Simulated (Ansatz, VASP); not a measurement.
## Ba: VASP beside Ansatz

File INCAR:

```
SYSTEM = Ba
ALGO     = Fast           ! electronic algorithm
EDIFF    = 1E-7           ! SCF threshold, eV
ENCUT    = 520            ! plane-wave cutoff, eV
GGA      = PE             ! functional
ISIF     = 2              ! what is computed and relaxed
ISMEAR   = 0              ! smearing method
LASPH    = .True.         ! aspherical terms in the spheres
LCHARG   = .False.        ! write CHGCAR
LREAL    = .False.        ! projectors in reciprocal space
LWAVE    = .False.        ! write WAVECAR
NBANDS   = 11             ! bands
NELM     = 100            ! most SCF steps
PREC     = Accurate       ! precision mode
SIGMA    = 0.15           ! smearing width, eV
```

The input KPOINTS:

```
k-points
0
Gamma
  15 15 14
  0 0 0
```

The input POSCAR:

```
Ba
1.0
    4.1767865460      0.0000000000      0.0000000000
   -2.0883932730      3.6172032550      0.0000000000
    0.0000000000      0.0000000000      4.1701419659
Ba
1
Direct
    0.0000000000      0.0000000000      0.0000000000
```

Input for Ansatz:

```yaml
crystal:
  lattice:
    - [4.176786546, 0.0, 0.0]
    - [-2.088393273, 3.617203255, 0.0]
    - [0.0, 0.0, 4.1701419659]
  atoms:
    - { symbol: Ba, position: [0.0, 0.0, 0.0] }
basis:
  ecutwfc: 420
kpoints:
  mp_grid: { grid: [15, 15, 14] }
hamiltonian:
  xc: pbe
scf:
  occupations: { method: gaussian, width: 0.15 }
output:
  forces: true
  stress: true
  eigenvalues: true
```

Alike in both runs: task single point; functional PBE; k mesh 15 × 15 × 14; occupations gaussian, width 0.15 eV; no spin polarisation.

```csv
,VASP,Ansatz
version,VASP 6.6.1,Ansatz 0.2.0
potentials or method,"VASP PAW PBE potentials, release 64 (Ba_sv), cutoff 520 eV","scalar-relativistic, plane waves, PAW"
valence electrons in the cell,10,10
```

|  | VASP | Ansatz | Ansatz less VASP |
| --- | --- | --- | --- |
| gap on the k mesh at the Fermi level (eV) | none | none | - |
| pressure (GPa) | 0.1 | 0.0 | -0.07 |
| traceless stress, the component that is largest in VASP (GPa) | -1.45 | -1.45 | -0.002 |

A gap of «none» marks a metal or a gap that the smearing closes.

Neither program's run includes spin-orbit coupling.
